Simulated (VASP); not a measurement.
Write the native input for VASP 6.6.1 that does the following.

- Task: relaxation of cell and atoms
- Functional: PBE
- Potentials or basis: VASP PAW PBE potentials, release 64 (Si, B, Te)
- Cutoff: 600 eV
- k mesh: 3 × 3 × 6
- Occupations: gaussian, width 0.1 eV
- Spin: no spin polarisation
- Dipole correction: no
- Further INCAR settings: ALGO = Normal; EDIFF = 1e-06; IBRION = 2; EDIFFG = -0.04; NSW = 90; ISIF = 3

The structure of Si3BTe2 lies in POSCAR:

```
Si3BTe2
1.0
    6.2920837200      0.0000000000      0.0000000000
   -3.1460418600      5.4491043400      0.0000000000
    0.0000000000      0.0000000000      3.4890465400
Si B Te
3 1 2
Direct
    0.5000000000      0.0000000000      0.5000000000
    0.5000000000      0.5000000000      0.5000000000
    0.0000000000      0.5000000000      0.5000000000
    0.0000000000      0.0000000000      0.0000000000
    0.3333333300      0.6666666700      0.0000000000
    0.6666666700      0.3333333300      0.0000000000
```

The cell was generated, and may not be a known phase.

One way to write it, as run:

INCAR

```
SYSTEM = Si3BTe2
ALGO     = Normal         ! electronic algorithm
EDIFF    = 1E-6           ! SCF threshold, eV
EDIFFG   = -0.04          ! ionic threshold
ENCUT    = 600            ! plane-wave cutoff, eV
GGA      = PE             ! functional
IBRION   = 2              ! ionic algorithm
ISIF     = 3              ! what is computed and relaxed
ISMEAR   = 0              ! smearing method
LASPH    = .True.         ! aspherical terms in the spheres
LCHARG   = .False.        ! write CHGCAR
LREAL    = .False.        ! projectors in reciprocal space
LWAVE    = .False.        ! write WAVECAR
NELM     = 60             ! most SCF steps
NSW      = 90             ! ionic steps
PREC     = Accurate       ! precision mode
SIGMA    = 0.1            ! smearing width, eV
```

KPOINTS

```
k-points
0
Gamma
  3 3 6
  0 0 0
```

Potentials or basis: VASP PAW PBE potentials, release 64 (Si, B, Te).

Launch:

```sh
$ cat potpaw_PBE.64/Si/POTCAR potpaw_PBE.64/B/POTCAR potpaw_PBE.64/Te/POTCAR > POTCAR
$ mpirun -np 1 vasp_std > vasp.out
```

It gave:

```json
{
 "Relaxed volume": "25.75 Å³/atom",
 "Relaxed cell": "a = 6.579 Å, b = 6.579 Å, c = 4.121 Å, α = 90.00°, β = 90.00°, γ = 120.00°",
 "Space group after relaxing (to 0.1 Å)": "P6/mmm (No. 191)",
 "Energy gained by relaxing": "400.1 meV/atom",
 "Ionic steps": "8",
 "Pressure after relaxing": "0.2 GPa",
 "Band gap on the k mesh": "zero (an odd number of electrons rules out a gap without spin polarisation)"
}
```

Caveat: the k points lie up to 0.37 Å⁻¹ apart in the final cell, too coarse for converged energies and pressures of a metal; the volume moved by over 15 % at a fixed basis, so the end points are rough; spin-orbit coupling is left out, which moves the levels of the heavy elements; an odd number of electrons without spin polarisation forces a metal; a magnetic or distorted state may lie lower.

Wall time 110 s on 1 thread of AMD EPYC 9R45 96-Core Processor (Zen 5), on a shared host, peak memory 0.25 GiB.
